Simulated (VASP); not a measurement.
Input of a VASP 6.6.1 run:

The input INCAR:

```
SYSTEM = MgFeC4N4
  ALGO = Normal
  EDIFF = 1E-6
  ENCUT = 520
  GGA = PE
  ISIF = 2
  ISMEAR = 0
  ISPIN = 2
  LASPH = .True.
  LCHARG = .False.
  LMAXMIX = 4
  LORBIT = 11
  LREAL = .False.
  LWAVE = .False.
  MAGMOM = 0 3.03 0 0 0 0 0 0 0 0
  NBANDS = 38
  NELM = 150
  PREC = Accurate
  SIGMA = 0.1
```

Contents of KPOINTS:

```
k-points
0
Gamma
  6 6 6
  0 0 0
```

The input POSCAR:

```
MgFeC4N4
1.0
    6.0141770794      0.0000000000      0.0000000000
    0.0000000000      6.0141770794      0.0000000000
    0.0000000000      0.0000000000      6.0141770794
Mg Fe C N
1 1 4 4
Direct
    0.5000000000      0.5000000000      0.5000000000
    0.0000000000      0.0000000000      0.0000000000
    0.1913001629      0.1913001629      0.1913001629
    0.1913001629      0.8086998371      0.8086998371
    0.8086998371      0.1913001629      0.8086998371
    0.8086998371      0.8086998371      0.1913001629
    0.3034679195      0.3034679195      0.3034679195
    0.3034679195      0.6965320805      0.6965320805
    0.6965320805      0.3034679195      0.6965320805
    0.6965320805      0.6965320805      0.3034679195
```

Potentials or basis: VASP PAW PBE potentials, release 64 (Mg, Fe, C, N).

Launch:

```bash
$ cat potpaw_PBE.64/Mg/POTCAR potpaw_PBE.64/Fe/POTCAR potpaw_PBE.64/C/POTCAR potpaw_PBE.64/N/POTCAR > POTCAR
$ mpirun -np 1 vasp_std > vasp.out
```

(1) What does it give for the site moments?

(2) Predict the pressure.

(3) Estimate the net moment.

(4) Predict the band gap on the k mesh.

Results:

(1) Mg +0.00; Fe +3.25; C +0.00; N +0.06 μB.

(2) 0.4 GPa.

(3) 4.00 μB per cell.

(4) zero (filled and empty bands overlap).

Caveat: a cell with one magnetic atom can't hold antiferromagnetic order, which such compounds often take.
